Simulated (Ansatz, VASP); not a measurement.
**Two plane-wave programs on Mg3SnN2**

```xyz
6
Lattice="5.7687 0.0000 0.0000 -2.8843 4.9958 0.0000 0.0000 0.0000 2.9891" Properties=species:S:1:pos:R:3 pbc="T T T"
Mg    2.8843    0.0000    1.4945
Mg    1.4422    2.4979    1.4945
Mg   -1.4422    2.4979    1.4945
Sn    0.0000    0.0000    0.0000
N     0.0000    3.3305    0.0000
N     2.8843    1.6653    0.0000
```

Change from the starting cell: species swapped into the NdB2Rh3 type (P6/mmm, No. 191).

Alike in both runs: functional PBE; k mesh 12 × 12 × 12; occupations gaussian, width 0.1 eV; no spin polarisation.

Ansatz relaxed the structure, and its values are those at the end. VASP's run is a single point on that final structure, the one shown.

|  | VASP | Ansatz |
| --- | --- | --- |
| version | VASP 6.6.1 | Ansatz 0.2.0 |
| potentials or method | VASP PAW PBE potentials, release 64 (Mg, Sn_d, N), cutoff 520 eV | scalar-relativistic, plane waves, PAW |
| valence electrons in the cell | 30 | 54 |

|  | VASP | Ansatz | Ansatz less VASP |
| --- | --- | --- | --- |
| gap on the k mesh at the Fermi level (eV) | none | none | - |
| pressure (GPa) | -0.3 | 0.0 | +0.32 |

A gap of «none» marks a metal or a gap that the smearing closes. VASP's potentials hold 30 valence electrons a cell and Ansatz's 54, so a difference there can come from the potentials and not from the codes.
